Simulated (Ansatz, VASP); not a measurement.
HfO2 in VASP and in Ansatz

File INCAR:

```
SYSTEM = HfO2
  PREC = Accurate
  ENCUT = 520
  EDIFF = 1E-6
  ISMEAR = -1
  SIGMA = 0.05
  LREAL = .False.
  LASPH = .True.
  NELM = 60
  ALGO = Normal
  ISIF = 2
  LWAVE = .False.
  LCHARG = .False.
  GGA = PE
  NBANDS = 56
```

KPOINTS

```
Automatic mesh
0
Gamma
  5 5 6
  0 0 0
```

The input POSCAR:

```
HfO2
1.0
    5.0803194000      0.0000000000      0.0000000000
    0.0000000000      5.1648674500      0.0000000000
    0.0000000000      0.0000000000      4.8908836500
Hf O
4 8
Direct
    0.2186680000      0.7834550000      0.2627570000
    0.7354820000      0.7284180000      0.7256130000
    0.7865160000      0.2194500000      0.2801250000
    0.2771050000      0.2803200000      0.7374520000
    0.1886220000      0.1709750000      0.1056320000
    0.6869530000      0.3357310000      0.8854140000
    0.8183950000      0.8354440000      0.1145560000
    0.3001420000      0.6584150000      0.8847050000
    0.0048920000      0.4947970000      0.4935900000
    0.5038090000     -0.0073420000      0.5151220000
   -0.0029780000     -0.0067830000      0.5752220000
    0.4941450000      0.5051600000      0.4301630000
```

The input input.yaml:

```yaml
crystal:
  lattice:
    - [5.0803194, 0.0, 0.0]
    - [0.0, 5.16486745, 0.0]
    - [0.0, 0.0, 4.89088365]
  atoms:
    - { symbol: Hf, position: [0.218668, 0.783455, 0.262757] }
    - { symbol: Hf, position: [0.735482, 0.728418, 0.725613] }
    - { symbol: Hf, position: [0.786516, 0.21945, 0.280125] }
    - { symbol: Hf, position: [0.277105, 0.28032, 0.737452] }
    - { symbol: O, position: [0.188622, 0.170975, 0.105632] }
    - { symbol: O, position: [0.686953, 0.335731, 0.885414] }
    - { symbol: O, position: [0.818395, 0.835444, 0.114556] }
    - { symbol: O, position: [0.300142, 0.658415, 0.884705] }
    - { symbol: O, position: [0.004892, 0.494797, 0.49359] }
    - { symbol: O, position: [0.503809, -0.007342, 0.515122] }
    - { symbol: O, position: [-0.002978, -0.006783, 0.575222] }
    - { symbol: O, position: [0.494145, 0.50516, 0.430163] }
kpoints:
  mp_grid: { grid: [5, 5, 6] }
scf:
  occupations: { method: fermi_dirac, width: 0.05 }
hamiltonian:
  xc: pbe
  pseudopotentials: { kind: all_electron, lapw: { basis_error: 0.001 } }
output:
  forces: true
  stress: true
  eigenvalues: true
  populations: true
```

Change from the starting cell: atoms moved at random, drawn with an rms of 0.05 Å.

Alike in both runs: task single point; functional PBE; k mesh 5 × 5 × 6; occupations fermi-dirac, width 0.05 eV; no spin polarisation.

|  | VASP | Ansatz |
| --- | --- | --- |
| version | VASP 6.6.1 | Ansatz 0.2.0 |
| potentials or method | VASP PAW PBE potentials, release 64 (Hf_pv, O), cutoff 520 eV | all-electron LAPW, scalar-relativistic |

```csv
,VASP,Ansatz,Ansatz less VASP
gap on the k mesh at the Fermi level (eV),3.76,3.79,+0.028
least direct gap on the mesh (eV),3.76,3.79,+0.028
pressure (GPa),6.6,10.0,+3.40
"traceless stress, the component that is largest in VASP (GPa)",-1.75,-1.71,+0.045
rms of the force components (eV/Å),0.748,0.754,+0.0064
```

Atom by atom the forces differ by 0.048 eV/Å (rms over components). Ansatz ran all-electron here, and VASP with PAW potentials.

Neither program's run includes spin-orbit coupling.
